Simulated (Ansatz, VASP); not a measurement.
# CaSe: VASP beside Ansatz

File INCAR:

```
SYSTEM = CaSe
  PREC = Accurate
  ENCUT = 520
  EDIFF = 1E-7
  ISMEAR = 0
  SIGMA = 0.05
  LREAL = .False.
  LASPH = .True.
  NELM = 80
  ALGO = Normal
  ISIF = 2
  LWAVE = .False.
  LCHARG = .False.
  GGA = PS
  NBANDS = 15
```

KPOINTS

```
Automatic mesh
0
Gamma
  8 8 8
  0 0 0
```

The input POSCAR:

```
CaSe
1.0
    0.0000000000      2.9560000000      2.9560000000
    2.9560000000      0.0000000000      2.9560000000
    2.9560000000      2.9560000000      0.0000000000
Ca Se
1 1
Direct
    0.0000000000      0.0000000000      0.0000000000
    0.5169147497      0.5169147497      0.4830852503
```

Input for Ansatz:

```yaml
crystal:
  lattice:
    - [0.0, 2.956, 2.956]
    - [2.956, 0.0, 2.956]
    - [2.956, 2.956, 0.0]
  atoms:
    - { symbol: Ca, position: [0.0, 0.0, 0.0] }
    - { symbol: Se, position: [0.5169147497, 0.5169147497, 0.4830852503] }
basis:
  ecutwfc: 420
kpoints:
  mp_grid: { grid: [8, 8, 8] }
hamiltonian:
  xc: pbesol
scf:
  occupations: { method: gaussian, width: 0.05 }
output:
  forces: true
  stress: true
  eigenvalues: true
```

Change from the starting cell: all Se atoms moved -0.100 Å, as atom 2 towards its neighbour atom 1 (Ca) at 2.956 Å.

Alike in both runs: task single point; functional PBEsol; k mesh 8 × 8 × 8; occupations gaussian, width 0.05 eV; no spin polarisation.

|  | VASP | Ansatz |
| --- | --- | --- |
| version | VASP 6.6.1 | Ansatz 0.2.0 |
| potentials or method | VASP PAW PBE potentials, release 64 (Ca_sv, Se), cutoff 520 eV | scalar-relativistic, plane waves, PAW |
| valence electrons in the cell | 16 | 26 |

Ansatz gave:

```
gap on the k mesh at the Fermi level (eV)                     : 1.96
least direct gap on the mesh (eV)                             : 2.89
pressure (GPa)                                                : -0.9
traceless stress, the component that is largest in VASP (GPa) : 0.43
rms of the force components (eV/Å)                            : 0.175
```

Problem. What did VASP give for the same quantities?

Solution. gap on the k mesh at the Fermi level (eV): 1.94; least direct gap on the mesh (eV): 2.87; pressure (GPa): -0.7; traceless stress, the component that is largest in VASP (GPa): 0.44; rms of the force components (eV/Å): 0.178.

VASP's potentials were made for PBE, not for PBEsol. Atom by atom the forces differ by 0.003 eV/Å (rms over components). VASP's potentials hold 16 valence electrons a cell and Ansatz's 26, so a difference there can come from the potentials and not from the codes.
